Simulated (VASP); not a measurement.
Input of a VASP 6.6.1 run:

Contents of INCAR:

```
SYSTEM = C
PREC = Accurate ; ENCUT = 600
EDIFF = 1E-6 ; ISMEAR = 0
SIGMA = 0.1 ; LREAL = .FALSE.
LASPH = .TRUE. ; NELM = 80
ALGO = Normal ; ISIF = 3
LWAVE = .FALSE. ; LCHARG = .FALSE.
GGA = CA ; IBRION = 2
NSW = 100 ; EDIFFG = -0.005
```

Contents of KPOINTS:

```
Automatic mesh
0
G
  21 21 6
  0 0 0
```

Contents of POSCAR:

```
C
1.0
    2.4561701622      0.0000000000      0.0000000000
   -1.2280850811      2.1271057565      0.0000000000
    0.0000000000      0.0000000000      8.5238033600
C
2
Direct
    0.3333333300      0.6666666700      0.0000000000
    0.6666666700      0.3333333300      0.0000000000
```

Potentials or basis: VASP PAW LDA potentials, release 64 (C).

Launch:

```sh
$ cat potpaw_LDA.64/C/POTCAR > POTCAR
$ mpirun -np 1 vasp_std > vasp.out
```

Question: Estimate the space group after relaxing (to 0.05 Å).

Answer: P6/mmm (No. 191).

Question: Predict the relaxed cell.

Answer: a = 2.446 Å, b = 2.446 Å, c = 3.594 Å, α = 90.00°, β = 90.00°, γ = 120.00°.

Final structure:
```cif
data_structure
_symmetry_space_group_name_H-M 'P 1'
_symmetry_Int_Tables_number 1
_cell_length_a 2.4457
_cell_length_b 2.4457
_cell_length_c 3.5942
_cell_angle_alpha 90.000
_cell_angle_beta 90.000
_cell_angle_gamma 120.000
_cell_volume 18.62
loop_
_atom_site_label
_atom_site_type_symbol
_atom_site_fract_x
_atom_site_fract_y
_atom_site_fract_z
_atom_site_occupancy
C1 C 0.33333 0.66667 0.00000 1
C2 C 0.66667 0.33333 0.00000 1
```
